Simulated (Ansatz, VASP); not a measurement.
## Au: VASP beside Ansatz

```
CELL_PARAMETERS angstrom
1.41131 -2.55593 0.00000
1.41131 2.55593 0.00000
0.00000 0.00000 4.89317
ATOMIC_POSITIONS crystal
Au 0.66533 0.33467 0.25000
Au 0.33467 0.66533 0.75000
```

Alike in both runs: task single point; functional PBEsol; k mesh 20 × 20 × 10; occupations gaussian, width 0.15 eV; no spin polarisation.

|  | VASP | Ansatz |
| --- | --- | --- |
| version | VASP 6.6.1 | Ansatz 0.2.0 |
| potentials or method | VASP PAW PBE potentials, release 64 (Au), cutoff 520 eV | scalar-relativistic, plane waves, PAW |
| valence electrons in the cell | 22 | 38 |

VASP gave:

| Item | Value |
| --- | --- |
| gap on the k mesh at the Fermi level (eV) | none |
| pressure (GPa) | -5.5 |
| traceless stress, the component that is largest in VASP (GPa) | 1.34 |
| rms of the force components (eV/Å) | 0.007 |

**Question.** Estimate Ansatz's values.

**Answer.** gap on the k mesh at the Fermi level (eV): none; pressure (GPa): -5.3; traceless stress, the component that is largest in VASP (GPa): 1.35; rms of the force components (eV/Å): 0.006.

VASP's potentials were made for PBE, not for PBEsol. Atom by atom the forces differ by 0.000 eV/Å (rms over components). A gap of «none» marks a metal or a gap that the smearing closes. VASP's potentials hold 22 valence electrons a cell and Ansatz's 38, so a difference there can come from the potentials and not from the codes.

Neither program's run includes spin-orbit coupling.
